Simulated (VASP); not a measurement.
Wanted: the native input for a VASP 6.6.1 run.

```yaml
Task: single point
Functional: PBEsol
Potentials_or_basis: VASP PAW PBE potentials, release 64 (Y_sv)
Cutoff: 520 eV
k_mesh: 10 × 10 × 10
Occupations: fermi-dirac, width 0.08 eV
Spin: no spin polarisation
Dipole_correction: no
Further_INCAR_settings: ALGO = Normal; EDIFF = 1e-06; NBANDS = 18
```

The structure of Y lies in POSCAR:

```
Y
1.0
    0.0000000000      3.1416281190      3.1416281190
    3.1416281190      0.0000000000      3.1416281190
    3.1416281190      3.1416281190      0.0000000000
Y
2
Direct
   -0.1250000000     -0.1250000000     -0.1250000000
    0.1250000000      0.1250000000      0.1250000000
```

This isn't the form of Y at room conditions, which is hcp.

The input as run:

INCAR

```
ALGO = Normal
EDIFF = 1E-6
ENCUT = 520
GGA = PS
ISIF = 2
ISMEAR = -1
LASPH = T
LCHARG = F
LREAL = F
LWAVE = F
NBANDS = 18
NELM = 100
PREC = Accurate
SIGMA = 0.08
```

KPOINTS

```
k-points
0
Gamma
  10 10 10
```

Potentials or basis: VASP PAW PBE potentials, release 64 (Y_sv).

Command:

```bash
$ cat potpaw_PBE.64/Y_sv/POTCAR > POTCAR
$ mpirun -np 1 vasp_std > vasp.out
```

It gave:

```yaml
Pressure: 3.1 GPa
Band_gap_on_the_k_mesh: zero (bands 11 and 12 overlap by 1.07 eV)
```

Caveat: the cell stands under pressure; the PAW data sets were made with another functional, which shifts forces and pressure a little.

It took 46 s on 1 thread of Intel(R) Xeon(R) Platinum 8259CL CPU @ 2.50GHz (Skylake/Cascade Lake), on a shared host, peak memory 0.24 GiB.
